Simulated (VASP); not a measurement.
Set up this calculation in VASP 6.6.1, as the native input.

```yaml
Task: single point
Functional: PBE
Potentials_or_basis: VASP PAW PBE potentials, release 64 (Al, Pt)
Cutoff: 520 eV
k_mesh: 4 × 4 × 4
Occupations: gaussian, width 0.1 eV
Spin: no spin polarisation
Dipole_correction: no
Further_INCAR_settings: ALGO = Fast; EDIFF = 1e-06; NBANDS = 25
```

The structure of Al2Pt lies in POSCAR:

```
Al2Pt
1.0
    4.2450846400      0.0000000000      0.0000000000
    0.0000000000      4.2450846400      0.0000000000
    0.0000000000      0.0000000000      5.7230870000
Al Pt
4 2
Direct
    0.5000000000      0.5000000000      0.0000000000
    0.0000000000      0.0000000000      0.5000000000
    0.5000000000      0.5000000000      0.5000000000
    0.0000000000      0.0000000000      0.0000000000
    0.5000000000      0.0000000000      0.6992385800
    0.0000000000      0.5000000000      0.3007614200
```

One way to write it, as run:

INCAR

```
SYSTEM = Al2Pt
PREC = Accurate
ENCUT = 520
EDIFF = 1E-6
ISMEAR = 0
SIGMA = 0.1
LREAL = .False.
LASPH = .True.
NELM = 60
ALGO = Fast
ISIF = 2
LWAVE = .False.
LCHARG = .False.
GGA = PE
NBANDS = 25
```

KPOINTS

```
Automatic mesh
0
Gamma
  4 4 4
  0 0 0
```

Potentials or basis: VASP PAW PBE potentials, release 64 (Al, Pt).

Launch:

```bash
$ cat potpaw_PBE.64/Al/POTCAR potpaw_PBE.64/Pt/POTCAR > POTCAR
$ mpirun -np 1 vasp_std > vasp.out
```

Results of the run:

| Item | Value |
| --- | --- |
| Pressure | 7.2 GPa |
| Largest force | 3.750 eV/Å |
| Band gap on the k mesh | zero (band 16 reaches 9.54 eV, above the bottom of band 17 at 6.89 eV) |

Caveat: the k points lie up to 0.37 Å⁻¹ apart; spin-orbit coupling is left out, which moves the levels of the heavy elements; forces of over 1 eV/Å act on the atoms, so gaps and moduli don't describe the material at rest.

Run time: 26 s on 1 thread of Intel(R) Xeon(R) Platinum 8488C (Sapphire Rapids), with other jobs on the host, peak memory 0.23 GiB.
